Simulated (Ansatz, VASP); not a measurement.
Two plane-wave programs on BaTe

The input POSCAR:

```
BaTe
1.0
    4.6692053254      0.0000000000      0.0000000000
   -2.3346026627      4.0436504273      0.0000000000
    0.0000000000      0.0000000000      8.8318054955
Ba Te
2 2
Direct
    0.0000000000      0.0000000000      0.0000000000
    0.0000000000      0.0000000000      0.5000000000
    0.3333333333      0.6666666667      0.2500000000
    0.6666666667      0.3333333333      0.7500000000
```

The input INCAR.step1:

```
SYSTEM = BaTe
ALGO = Normal ; EDIFF = 1E-4
ENCUT = 520 ; GGA = PE
ISMEAR = 0 ; LASPH = .TRUE.
LCHARG = .FALSE. ; LREAL = .FALSE.
LWAVE = .TRUE. ; NBANDS = 24
NELM = 100 ; PREC = Accurate
SIGMA = 0.01
```

Contents of INCAR.step2:

```
SYSTEM = BaTe
ALGO = Normal ; EDIFF = 1E-7
ENCUT = 520 ; ISIF = 2
ISMEAR = 0 ; ISTART = 1
LASPH = .TRUE. ; LCHARG = .TRUE.
LELF = .TRUE. ; LMIXTAU = .TRUE.
LREAL = .FALSE. ; LVHAR = .TRUE.
LWAVE = .FALSE. ; METAGGA = R2SCAN
NBANDS = 24 ; NELM = 100
PREC = Accurate ; SIGMA = 0.01
```

Contents of KPOINTS:

```
k-points
0
G
  6 6 4
  0 0 0
```

Input for Ansatz:

```yaml
crystal:
  lattice:
    - [4.6692053254, 0.0, 0.0]
    - [-2.3346026627, 4.0436504273, 0.0]
    - [0.0, 0.0, 8.8318054955]
  atoms:
    - { symbol: Ba, position: [0.0, 0.0, 0.0] }
    - { symbol: Ba, position: [0.0, 0.0, 0.5] }
    - { symbol: Te, position: [0.3333333333, 0.6666666667, 0.25] }
    - { symbol: Te, position: [0.6666666667, 0.3333333333, 0.75] }
kpoints:
  mp_grid: { grid: [6, 6, 4] }
  band_path:
    path:
      - [0.0, 0.0, 0.0]
      - [0.5, 0.0, 0.0]
      - [0.3333333333, 0.3333333333, 0.0]
      - [0.0, 0.0, 0.5]
      - [0.5, 0.0, 0.5]
      - [0.3333333333, 0.3333333333, 0.5]
    npoints: 1
hamiltonian:
  xc: r2scan
scf:
  occupations: { method: fixed }
  n_extra_bands: 5
output:
  forces: true
  stress: true
  eigenvalues: true
```

Change from the starting cell: epitaxial_xy strain -4.6%.

Alike in both runs: task single point; functional r2SCAN; k mesh 6 × 6 × 4; no spin polarisation.

|  | VASP | Ansatz |
| --- | --- | --- |
| version | VASP 6.6.1 | Ansatz 0.2.0 |
| potentials or method | VASP PAW PBE potentials, release 64 (Ba_sv, Te) | plane waves, PAW |
| plane-wave cutoff (eV) | 520 | 500 |
| occupations | gaussian, width 0.01 eV | fixed |
| valence electrons in the cell | 32 | 52 |

VASP gave:

```
gap on the k mesh at the Fermi level (eV)                     : 1.69
pressure (GPa)                                                : 2.4
traceless stress, the component that is largest in VASP (GPa) : -1.91
```

Estimate Ansatz's values.

gap on the k mesh at the Fermi level (eV): 1.78; pressure (GPa): 2.0; traceless stress, the component that is largest in VASP (GPa): -1.96.

VASP's potentials were made for PBE, not for r2SCAN. VASP's potentials hold 32 valence electrons a cell and Ansatz's 52, so a difference there can come from the potentials and not from the codes.

Neither program's run includes spin-orbit coupling.
